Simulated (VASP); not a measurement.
HfN (WC type), 2 atoms in the cell. Symmetry: P-6m2, No. 187, hexagonal system. The conventional cell has a = 2.554 Å, b = 2.554 Å, c = 2.558 Å, α = 90.00°, β = 90.00°, γ = 120.00°. Within 2.6 Å of Hf (site symmetry -6m2) lie 6 N at 1.95 Å and 8 Hf at 2.55 to 2.56 Å. Within 2.6 Å of N (site symmetry -6m2) lie 6 Hf at 1.95 Å and 8 N at 2.55 to 2.56 Å. 

| Quantity | Value |
| --- | --- |
| Program | VASP 6.6.1 |
| Task | relaxation of cell and atoms |
| Functional | PBE |
| Potentials or basis | VASP PAW PBE potentials, release 64 (Hf_pv, N) |
| Cutoff | 600 eV |
| k mesh | 17 × 17 × 15 |
| Occupations | fermi-dirac, width 0.05 eV |
| Spin | no spin polarisation |
| Target pressure | 340 GPa |
| Dipole correction | no |
| Further INCAR settings | ALGO = Normal; EDIFF = 1e-06; IBRION = 2; EDIFFG = -0.005; NSW = 32; ISIF = 3 |

Potentials or basis: VASP PAW PBE potentials, release 64 (Hf_pv, N).

Launch:

```sh
$ cat potpaw_PBE.64/Hf_pv/POTCAR potpaw_PBE.64/N/POTCAR > POTCAR
$ mpirun -np 1 vasp_std > vasp.out
```

Hardware: 1 thread of Intel(R) Xeon(R) 6975P-C (Granite Rapids) (shared host).

**Question.** How long does it take, and how much memory?

**Answer.** Run time: 45 s on 1 thread of Intel(R) Xeon(R) 6975P-C (Granite Rapids) (shared host), peak memory 0.18 GiB. Counts: scf iterations 31, k points 264, ion steps 5.
